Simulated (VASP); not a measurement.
# SnSe2 (P-3m1) in VASP: settings compared, part 2 of 2

VASP 6.6.1. The steps go on from the part before.

## 4. Electric field gradients, PBE

INCAR

```
SYSTEM = SnSe2
PREC = Accurate ; ENCUT = 400
EDIFF = 1E-8 ; ISMEAR = -1
SIGMA = 0.05 ; LREAL = .False.
LASPH = .True. ; NELM = 120
ALGO = Normal ; ISIF = 2
LWAVE = .False. ; LCHARG = .False.
GGA = PE ; LEFG = .True.
NBANDS = 20 ; GGA_COMPAT = .False.
```

KPOINTS

```
regular mesh
0
Gamma
  8 8 5
  0 0 0
```

POSCAR

```
SnSe2
1.0
    3.8110000000      0.0000000000      0.0000000000
   -1.9055000000      3.3004228138      0.0000000000
    0.0000000000      0.0000000000      6.1360000000
Sn Se
1 2
Direct
    0.0000000000      0.0000000000      0.0000000000
    0.6666666667      0.3333333333      0.7510000000
    0.3333333333      0.6666666667      0.2490000000
```

Potentials or basis: VASP PAW PBE potentials, release 64 (Sn_d, Se).

Command:

```bash
> cat potpaw_PBE.64/Sn_d/POTCAR potpaw_PBE.64/Se/POTCAR > POTCAR
> mpirun -np 1 vasp_std > vasp.out
```

OUTCAR:

```text
SYSTEM = SnSe2
   PREC = Accurate
   ENCUT = 400
   EDIFF = 1E-8
   ISMEAR = -1
   LREAL = .False.
   LASPH = .True.
   NELM = 120
   ISIF = 2
   GGA = PE

 ion  position               nearest neighbor table
   1  0.000  0.000  0.000-   2 2.68   3 2.68   3 2.68   2 2.68   2 2.68   3 2.68
   2  0.667  0.333  0.751-   1 2.68   1 2.68   1 2.68
   3  0.333  0.667  0.249-   1 2.68   1 2.68   1 2.68

  LATTYP: Found a hexagonal cell.
 ALAT       =     3.8110000000
 C/A-ratio  =     1.6100760955

  Lattice vectors:

 A1 = (   3.8110000000,   0.0000000000,   0.0000000000)
 A2 = (  -1.9055000000,   3.3004228138,   0.0000000000)
 A3 = (   0.0000000000,   0.0000000000,   6.1360000000)

Analysis of symmetry for initial positions (statically):
=====================================================================
 Subroutine PRICEL returns:
 Original cell was already a primitive cell.

 Routine SETGRP: Setting up the symmetry group for a
 hexagonal supercell.

 Subroutine GETGRP returns: Found 12 space group operations
 (whereof 12 operations were pure point group operations)
 out of a pool of 24 trial point group operations.

The static configuration has the point symmetry D_3d.

Analysis of symmetry for dynamics (positions and initial velocities):
=====================================================================
 Subroutine PRICEL returns:
 Original cell was already a primitive cell.

 Routine SETGRP: Setting up the symmetry group for a
 hexagonal supercell.

 Subroutine GETGRP returns: Found 12 space group operations
 (whereof 12 operations were pure point group operations)
 out of a pool of 24 trial point group operations.

The dynamic configuration has the point symmetry D_3d.

 Subroutine INISYM returns: Found 12 space group operations
 (whereof 12 operations are pure point group operations),
 and found     1 'primitive' translations

----------------------------------------------------------------------------------------

                                     Primitive cell

  volume of cell :      77.1781

  direct lattice vectors                    reciprocal lattice vectors
     3.811000000  0.000000000  0.000000000     0.262398321  0.151495741  0.000000000
    -1.905500000  3.300422814  0.000000000     0.000000000  0.302991482  0.000000000
     0.000000000  0.000000000  6.136000000     0.000000000  0.000000000  0.162972621

  length of vectors
     3.811000000  3.811000000  6.136000000     0.302991482  0.302991482  0.162972621

  position of ions in fractional coordinates (direct lattice)
     0.000000000  0.000000000  0.000000000
     0.666666667  0.333333333  0.751000000
     0.333333333  0.666666667  0.249000000

  ion indices of the primitive-cell ions
   primitive index   ion index
                 1           1
                 2           2
                 3           3

----------------------------------------------------------------------------------------

 KPOINTS: regular mesh

[... 72 lines left out ...]
   NFREE  =      0    steps in history (QN), initial steepest desc. (CG)
   ISIF   =      2    stress and relaxation
   ISYM   =      2    0-nonsym 1-usesym 2-fastsym
   POTIM  = 0.5000    time-step for ionic-motion
   TEBEG  =    0.0;   TEEND  =   0.0 temperature during run
   PSTRESS=    0.0 pullay stress
   NELECT =      26.0000    total number of electrons
   NUPDOWN=      -1.0000    fix difference up-down
   EMIN   =  10.00;   EMAX   =-10.00  energy-range for DOS
   EFERMI =   0.00;   METHOD = LEGACY
   ISMEAR =    -1;   SIGMA  =   0.05  broadening in eV -4-tet -1-fermi 0-gaus
   EFERMI_NEDOS =   21; number of points for ismear=-14 and -15
   IALGO  =     38    algorithm
   IMIX   =      4    mixing-type and parameters
     AMIX     =   0.40;   BMIX     =  1.00
     AMIX_MAG =   1.60;   BMIX_MAG =  1.00
  volume/ion in A,a.u.               =      25.73       173.61
  Fermi-wavevector in a.u.,A,eV,Ry     =   1.139116  2.152617 17.654722  1.297585
  Thomas-Fermi vector in A             =   2.275820
   LORBIT       =      0    0 simple, 1 ext, 2 COOP (PROOUT), +10 PAW based schemes
   GGA     = PE    functional components
   LHFCALC =     F    Hartree Fock is set to
   AEXX    =    0.0000 exact exchange contribution
   IVDW    =     0    specifies the selected vdW correction
   LEPSILON=     F    determine dielectric tensor
   LRPA    =     F    only Hartree local field effects (RPA)
 non-spin polarized calculation
  energy-cutoff  :      400.00
  volume of cell :       77.18
 maximum number of plane-waves:      1430
 NGX is ok and might be reduce to    28
   NGX = 13   NGY = 13   NGZ = 21

 number of electron      26.0000015 magnetization

 Free energy of the ion-electron system (eV)
  ---------------------------------------------------
  ext. energy  EPLUGINS =         0.00000000
  ---------------------------------------------------
  free energy    TOTEN  =       -11.74631427 eV

  energy without entropy =      -11.74629372  energy(sigma->0) =      -11.74630399

 E-fermi :   4.5933     XC(G=0):  -9.4543

 val. band max:        4.1751050352   @ k =   0.1250   0.0000   0.0000
 cond. band min:       4.9805953702   @ k =   0.5000   0.0000   0.4000
 fundamental gap:      0.8054903350
 Fermi energy:         4.5933195414

 k-point     1 :       0.0000    0.0000    0.0000
  band No.  band energies     occupation
      1     -17.0956      2.00000
      2     -17.0956      2.00000
      3     -17.0567      2.00000
      4     -17.0416      2.00000
      5     -17.0416      2.00000
      6      -9.8288      2.00000
[... 541 lines left out ...]
     19      11.5879      0.00000
     20      13.9452      0.00000

 [... further k-points ...]
[... 5 lines left out ...]
  --------------------------------------------------------------------------------------
  -------------------------------------------------------------------------------------
  Total        2.4515572      2.4515572      3.1735501      0.0000000      0.0000000      0.0000000
  in kB       50.8930805     50.8930805     65.8812857      0.0000000      0.0000000      0.0000000
  external PRESSURE =      55.8891489 kB  Pullay stress =       0.0000000 kB

 VOLUME and BASIS-vectors are now :
 -----------------------------------------------------------------------------
  energy-cutoff  :      400.00
  volume of cell :       77.18
      direct lattice vectors                 reciprocal lattice vectors
     3.811000000  0.000000000  0.000000000     0.262398321  0.151495741  0.000000000
    -1.905500000  3.300422814  0.000000000     0.000000000  0.302991482  0.000000000
     0.000000000  0.000000000  6.136000000     0.000000000  0.000000000  0.162972621

 POSITION                                       TOTAL-FORCE (eV/Angst)
 -----------------------------------------------------------------------------------
      0.00000      0.00000      0.00000         0.000000      0.000000      0.000000
      1.90550      1.10014      4.60814        -0.000000      0.000000     -0.804364
     -0.00000      2.20028      1.52786         0.000000     -0.000000      0.804364
 -----------------------------------------------------------------------------------
    total drift:                                0.000000      0.000000     -0.000000

  FREE ENERGIE OF THE ION-ELECTRON SYSTEM (eV)
  ---------------------------------------------------
  free  energy   TOTEN  =       -11.7463142701 eV

  energy  without entropy=      -11.7462937196  energy(sigma->0) =      -11.74630399

 Electric field gradients (V/A^2)
---------------------------------------------------------------------
 ion       V_xx      V_yy      V_zz      V_xy      V_xz      V_yz
---------------------------------------------------------------------
   1      -2.478    -2.478     4.955    -0.000     0.000    -0.000
   2      48.285    48.285   -96.571    -0.000     0.000    -0.000
   3      48.285    48.285   -96.571    -0.000     0.000    -0.000
---------------------------------------------------------------------

 Electric field gradients after diagonalization (V/A^2)
 (convention: |V_zz| > |V_xx| > |V_yy|)
----------------------------------------------------------------------
 ion       V_xx      V_yy      V_zz     asymmetry (V_yy - V_xx)/ V_zz
----------------------------------------------------------------------
   1      -2.478    -2.478     4.955       0.000
   2      48.286    48.285   -96.571       0.000
   3      48.286    48.285   -96.571       0.000
----------------------------------------------------------------------

           NMR quadrupolar parameters

 Cq : quadrupolar parameter    Cq=e*Q*V_zz/h
 eta: asymmetry parameters     (V_yy - V_xx)/ V_zz
 Q  : nuclear electric quadrupole moment in mb (millibarn)
----------------------------------------------------------------------
 ion       Cq(MHz)       eta       Q (mb)
----------------------------------------------------------------------
   1       0.012       0.000       1.000
   2      -0.234       0.000       1.000
   3      -0.234       0.000       1.000
----------------------------------------------------------------------
```

stdout:

```text
POSCAR found type information on POSCAR SnSe
 POSCAR found :  2 types and       3 ions
 scaLAPACK will be used
 LDA part: xc-table for (Slater+PW92), standard interpolation
 POSCAR, INCAR and KPOINTS ok, starting setup
 FFT: planning ... GRIDC
 FFT: planning ... GRID_SOFT
 FFT: planning ... GRID
 WAVECAR not read
 entering main loop
ion   1

ion   2

ion   3
```

Wall time 29 s (1 thread of Intel Xeon Platinum 8559C (Emerald Rapids), shared host); peak memory 0.19 GiB.

Results:

```yaml
Free_energy: -11.7463 eV
Pressure: 5.6 GPa
Largest_force: 0.804 eV/Å
Band_gap_on_the_k_mesh: 0.81 eV, indirect (least direct gap 1.09 eV)
```

Forces on the atoms (eV/Å):
```
Sn   0.000  0.000  0.000
Se   0.000  0.000 -0.804
Se   0.000  0.000  0.804
```

Levels at points of the mesh, in eV from the valence-band top:
```
           k point  band 9  band 10  band 11  band 12  band 13  band 14  band 15  band 16  band 17  band 18
(0.00, 0.00, 0.00)   -0.70    -0.70    -0.40    -0.40    -0.01     1.09     2.94     4.64     4.64     8.13
(0.50, 0.00, 0.00)   -4.48    -2.91    -2.69    -1.20    -0.31     1.15     3.79     5.45     5.49     7.27
```

Electric field gradients, principal values (V/Å²):
| atom | least | middle | greatest (by size) |
| --- | --- | --- | --- |
| 1 Sn | -2.478 | -2.478 | 4.955 |
| 2 Se | 48.285 | 48.286 | -96.571 |
| 3 Se | 48.285 | 48.286 | -96.571 |

Caveat: without QUAD_EFG the Cq values of the log hold for a quadrupole moment of 1 mb, not for the nuclei; spin-orbit coupling is left out, which moves the levels of the heavy elements; this functional lacks dispersion, which binds the layers, so the pressure and a relaxed spacing across them are unreliable.

## 5. Dielectric tensor, PBE

INCAR

```
PREC = Accurate ; ENCUT = 400
EDIFF = 1E-8 ; ISMEAR = 0
SIGMA = 0.01 ; LREAL = False
LASPH = True ; NELM = 120
ALGO = Normal ; ISIF = 2
LWAVE = False ; LCHARG = False
GGA = PE ; LEPSILON = True
GGA_COMPAT = False
```

KPOINTS

```
regular mesh
0
Gamma
  8 8 5
```

POSCAR is that of step 4.

Potentials or basis: VASP PAW PBE potentials, release 64 (Sn_d, Se).

Command:

```bash
> cat potpaw_PBE.64/Sn_d/POTCAR potpaw_PBE.64/Se/POTCAR > POTCAR
> mpirun -np 1 vasp_std > vasp.out
```

OUTCAR:

```text
PREC = Accurate
   ENCUT = 400
   EDIFF = 1E-8
   ISMEAR = 0
   LREAL = False
   LASPH = True
   NELM = 120
   ISIF = 2
   GGA = PE
   LEPSILON = True

 ion  position               nearest neighbor table
   1  0.000  0.000  0.000-   2 2.68   3 2.68   3 2.68   2 2.68   2 2.68   3 2.68
   2  0.667  0.333  0.751-   1 2.68   1 2.68   1 2.68
   3  0.333  0.667  0.249-   1 2.68   1 2.68   1 2.68

  LATTYP: Found a hexagonal cell.
 ALAT       =     3.8110000000
 C/A-ratio  =     1.6100760955

  Lattice vectors:

 A1 = (   3.8110000000,   0.0000000000,   0.0000000000)
 A2 = (  -1.9055000000,   3.3004228138,   0.0000000000)
 A3 = (   0.0000000000,   0.0000000000,   6.1360000000)

Analysis of symmetry for initial positions (statically):
[... 734 lines left out ...]
 ------------------------------------------------------
          11.535285     0.000000     0.000000
           0.000000    11.535285     0.000000
          -0.000000     0.000000     8.893025
 ------------------------------------------------------

 PIEZOELECTRIC TENSOR (including local field effects)  for field in x, y, z        (e  Angst)
          XX          YY          ZZ          XY          YZ          ZX
  --------------------------------------------------------------------------------
  x     0.00000     0.00000     0.00000     0.00000     0.00000     0.00000
  y     0.00000     0.00000     0.00000     0.00000     0.00000     0.00000
  z     0.00000     0.00000     0.00000     0.00000     0.00000     0.00000

 PIEZOELECTRIC TENSOR (including local field effects)  for field in x, y, z        (C/m^2)
          XX          YY          ZZ          XY          YZ          ZX
  --------------------------------------------------------------------------------
  x     0.00000     0.00000     0.00000     0.00000     0.00000     0.00000
  y     0.00000     0.00000     0.00000     0.00000     0.00000     0.00000
  z     0.00000     0.00000     0.00000     0.00000     0.00000     0.00000

 BORN EFFECTIVE CHARGES (including local field effects) (in |e|, cummulative output)
 ---------------------------------------------------------------------------------
 ion    1
    1     5.12340     0.00000     0.00000
    2     0.00000     5.12340     0.00000
    3     0.00000     0.00000     1.86410
 ion    2
    1    -2.56170     0.00000     0.00000
    2     0.00000    -2.56170     0.00000
    3     0.00000     0.00000    -0.93205
 ion    3
    1    -2.56170     0.00000     0.00000
    2     0.00000    -2.56170     0.00000
    3     0.00000     0.00000    -0.93205
```

stdout:

```text
POSCAR found type information on POSCAR SnSe
 POSCAR found :  2 types and       3 ions
 scaLAPACK will be used
 LDA part: xc-table for (Slater+PW92), standard interpolation
 POSCAR, INCAR and KPOINTS ok, starting setup
 FFT: planning ... GRIDC
 FFT: planning ... GRID_SOFT
 FFT: planning ... GRID
 WAVECAR not read
 entering main loop
 Linear response reoptimize wavefunctions to high precision
 Linear response G [H, r] |phi>, progress :
  Direction:   1
 Linear response G [H, r] |phi>, progress :
  Direction:   2
 Linear response G [H, r] |phi>, progress :
  Direction:   3
 Linear response to external field (no local field effect), progress :
  Direction:   1
 dielectric tensor                  component  1 :    12.159    -3.161    -0.334
 Linear response to external field (no local field effect), progress :
  Direction:   2
 dielectric tensor                  component  2 :    -3.161    12.171    -1.341
 Linear response to external field (no local field effect), progress :
  Direction:   3
 dielectric tensor                  component  3 :    -0.334    -1.341    11.365
 Linear response to external field, progress :
  Direction:   1
 dielectric tensor                  component  1 :    11.535    -2.470    -0.002
 Linear response to external field, progress :
  Direction:   2
 dielectric tensor                  component  2 :    -2.469    11.535    -0.000
 Linear response to external field, progress :
  Direction:   3
 dielectric tensor                  component  3 :    -0.434    -1.173     8.893
 Born effective charges drift removed
```

Run time: 5.9 min. Hardware: 1 thread of Intel Xeon Platinum 8559C (Emerald Rapids), shared host; peak memory 0.36 GiB.

What came out:

```yaml
Band_gap_on_the_k_mesh: 0.81 eV, indirect (least direct gap 1.09 eV)
Electronic_dielectric_tensor_diagonal: 11.54, 11.54, 8.89
Born_charges_mean_of_the_diagonal: Sn +4.04; Se -2.02 e
```

Levels at points of the mesh, in eV from the valence-band top:
```csv
k point,band 10,band 11,band 12,band 13,band 14,band 15,band 16,band 17
"(0.00, 0.00, 0.00)",-0.70,-0.40,-0.40,-0.01,1.09,2.94,4.64,4.64
"(0.50, 0.00, 0.00)",-2.91,-2.69,-1.20,-0.31,1.15,3.79,5.45,5.49
```

Electronic dielectric tensor:
```
11.54  0.00  0.00
 0.00 11.54  0.00
 0.00  0.00  8.89
```

Born effective charge tensors (e):
atom 1, Sn
```
5.12 0.00 0.00
0.00 5.12 0.00
0.00 0.00 1.86
```
atom 2, Se
```
-2.56  0.00  0.00
 0.00 -2.56  0.00
 0.00  0.00 -0.93
```
atom 3, Se
```
-2.56  0.00  0.00
 0.00 -2.56  0.00
 0.00  0.00 -0.93
```

Caveat: spin-orbit coupling is left out, which moves the levels of the heavy elements; this functional lacks dispersion, which binds the layers, so the pressure and a relaxed spacing across them are unreliable. A k mesh can miss the band edges.

## 6. The runs side by side

```tsv
task	level	potentials or basis	k mesh	cutoff (eV)	smearing	k mesh for the DOS	occupations for the DOS	gap on the mesh (eV)
density of states	LDA	VASP PAW LDA potentials, release 64 (Sn_d, Se)	5 × 5 × 3	520	fermi-dirac 0.05 eV	8 × 8 × 5	tetrahedron	-
density of states	PBEsol	VASP PAW PBE potentials, release 64 (Sn_d, Se)	5 × 5 × 3	520	fermi-dirac 0.05 eV	8 × 8 × 5	tetrahedron	-
electric field gradients	PBE	VASP PAW PBE potentials, release 64 (Sn_d, Se)	8 × 8 × 5	400	fermi-dirac 0.05 eV	-	-	0.81
dielectric tensor	PBE	VASP PAW PBE potentials, release 64 (Sn_d, Se)	8 × 8 × 5	400	gaussian 0.01 eV	-	-	0.81
```

Alike in all rows: no spin polarisation; cell as given.

Caveats: spin-orbit coupling is left out, which moves the levels of the heavy elements; this functional lacks dispersion, which binds the layers, so the pressure and a relaxed spacing across them are unreliable (some runs); the PAW data sets were made with another functional, which shifts forces and pressure a little (some runs).

Absolute energies hang on the potentials; compare differences alone.
